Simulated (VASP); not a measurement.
KF, 2 atoms in the cell. The structure is cubic, space group Fm-3m (No. 225). Conventional cell: a = 5.344 Å, b = 5.344 Å, c = 5.344 Å, α = 90.00°, β = 90.00°, γ = 90.00°. Within 3.5 Å of K (site symmetry m-3m) lie 6 F at 2.67 Å. Within 3.5 Å of F (site symmetry m-3m) lie 6 K at 2.67 Å. 

| Property | Result |
| --- | --- |
| Program | VASP 6.6.1 |
| Task | relaxation of cell and atoms |
| Functional | r2SCAN |
| Potentials or basis | VASP PAW PBE potentials, release 64 (K_sv, F) |
| Cutoff | 600 eV |
| k mesh | 5 × 5 × 5, shifted |
| Occupations | gaussian, width 0.01 eV |
| Spin | no spin polarisation |
| Target pressure | 10 GPa |
| Dipole correction | no |
| Further INCAR settings | ALGO = Normal; EDIFF = 1e-06; ISYM = 0; IBRION = 2; EDIFFG = -0.01; NSW = 80; ISIF = 3 |

Potentials or basis: VASP PAW PBE potentials, release 64 (K_sv, F).

Run with:

```sh
$ cat potpaw_PBE.64/K_sv/POTCAR potpaw_PBE.64/F/POTCAR > POTCAR
$ cp INCAR.step1 INCAR
$ mpirun -np 1 vasp_std > vasp.out
$ cp INCAR.step2 INCAR
$ mpirun -np 1 vasp_std > vasp.out
```

Hardware: 1 thread of Intel(R) Xeon(R) 6975P-C (Granite Rapids), with other jobs on the host.

How long does it take, and how much memory?

It took 11 min on 1 thread of Intel(R) Xeon(R) 6975P-C (Granite Rapids) (shared host), peak memory 0.3 GiB. Counts: k points 252, ion steps 3.
